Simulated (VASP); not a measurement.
Write the native input for VASP 6.6.1 that does the following.

* Task: single point
* Functional: PBE
* Potentials or basis: VASP PAW PBE potentials, release 64 (Ta_pv, N)
* Cutoff: 520 eV
* k mesh: 5 × 5 × 4, shifted
* Occupations: gaussian, width 0.1 eV
* Spin: no spin polarisation
* Dipole correction: no
* Further INCAR settings: ALGO = Normal; EDIFF = 1e-06; NBANDS = 62

The structure of Ta6N7 (a cell with a defect) lies in POSCAR:

```
Ta6N7
1.0
   -2.6317805131      4.5583775631      0.0000000000
   -2.6317805131     -4.5583775631      0.0000000000
    0.0000000000      0.0000000000      5.8436023301
Ta N
6 7
Direct
    0.0030858994      1.0386339501     -0.0098280131
    0.0030859288      1.0386335408      0.5098298672
    0.3323328453      0.6652484450      0.2500009271
    0.3351743544      0.6685864026      0.7500008988
    0.6554874808      0.3134903604      0.2500009271
    0.6620282339      0.3306179944      0.7500008988
    0.4247709722      0.4288537845     -0.0014766576
    0.4247702122      0.4288530245      0.5014785118
   -0.0080851168      0.5393809422     -0.0057473110
   -0.0080850953      0.5393820606      0.5057491652
    0.5940302438      0.9956422153     -0.0057615146
    0.5940304632      0.9956419959      0.5057631976
    0.2055880849      0.9733913112      0.2500007560
```

One way to write it, as run:

INCAR

```
SYSTEM = Ta6N7
ALGO = Normal
EDIFF = 1E-6
ENCUT = 520
GGA = PE
ISIF = 2
ISMEAR = 0
LASPH = .True.
LCHARG = .False.
LREAL = .False.
LWAVE = .False.
NBANDS = 62
NELM = 60
PREC = Accurate
SIGMA = 0.1
```

KPOINTS

```
Automatic mesh
0
Gamma
  5 5 4
  0 0 0.5
```

Potentials or basis: VASP PAW PBE potentials, release 64 (Ta_pv, N).

The run is started by

```console
$ cat potpaw_PBE.64/Ta_pv/POTCAR potpaw_PBE.64/N/POTCAR > POTCAR
$ mpirun -np 1 vasp_std > vasp.out
```

It gave:

```yaml
Pressure: 13.7 GPa
Largest_force: 1.491 eV/Å
```

It took 4.5 min on 1 thread of Intel Xeon 6975P-C (shared host), peak memory 0.35 GiB.
